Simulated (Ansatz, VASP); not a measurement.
Given: the input of a run of Ansatz 0.2.0 on Bi.

The input input.yaml:

```yaml
crystal:
  lattice:
    - [-1.9814305318, 1.9814305318, 1.9814305318]
    - [1.9814305318, -1.9814305318, 1.9814305318]
    - [1.9814305318, 1.9814305318, -1.9814305318]
  atoms:
    - { symbol: Bi, position: [0.0, 0.0, 0.0] }
kpoints:
  mp_grid: { grid: [9, 9, 9] }
scf:
  occupations: { method: gaussian, width: 0.019 }
hamiltonian:
  xc: pbe
  pseudopotentials: { kind: all_electron, lapw: { basis_error: 0.001 } }
output:
  forces: true
  stress: true
  eigenvalues: true
```

Potentials or basis: all-electron LAPW, scalar-relativistic.

Launch:

```console
$ ansatz run input.yaml --threads 1 --pin off --max-ram 3072MiB --backend cpu --events-out ev --progress --plain --runs-dir out
```

Task: Translate it to VASP 6.6.1. Potentials there: VASP PAW PBE potentials, release 64 (Bi_d).

Result: As run (the cutoff follows the program's own potentials):

The input INCAR:

```
SYSTEM = Bi
PREC = Accurate ; ENCUT = 520
EDIFF = 1E-7 ; ISMEAR = 0
SIGMA = 0.019000000000000003 ; LREAL = .False.
LASPH = .True. ; NELM = 80
ALGO = Fast ; ISIF = 2
LWAVE = .False. ; LCHARG = .False.
GGA = PE ; NBANDS = 14
```

KPOINTS

```
Automatic mesh
0
Gamma
  9 9 9
  0 0 0
```

Contents of POSCAR:

```
Bi
1.0
   -1.9814305318      1.9814305318      1.9814305318
    1.9814305318     -1.9814305318      1.9814305318
    1.9814305318      1.9814305318     -1.9814305318
Bi
1
Direct
    0.0000000000      0.0000000000      0.0000000000
```

Potentials or basis: VASP PAW PBE potentials, release 64 (Bi_d).

Run with:

```sh
$ cat potpaw_PBE.64/Bi_d/POTCAR > POTCAR
$ mpirun -np 1 vasp_std > vasp.out
```

Both were run:

|  | VASP | Ansatz | Ansatz less VASP |
| --- | --- | --- | --- |
| gap on the k mesh at the Fermi level (eV) | none | none | - |
| pressure (GPa) | 0.8 | 0.9 | +0.07 |

A gap of «none» marks a metal or a gap that the smearing closes. Ansatz ran all-electron here, and VASP with PAW potentials.

Neither program's run includes spin-orbit coupling.
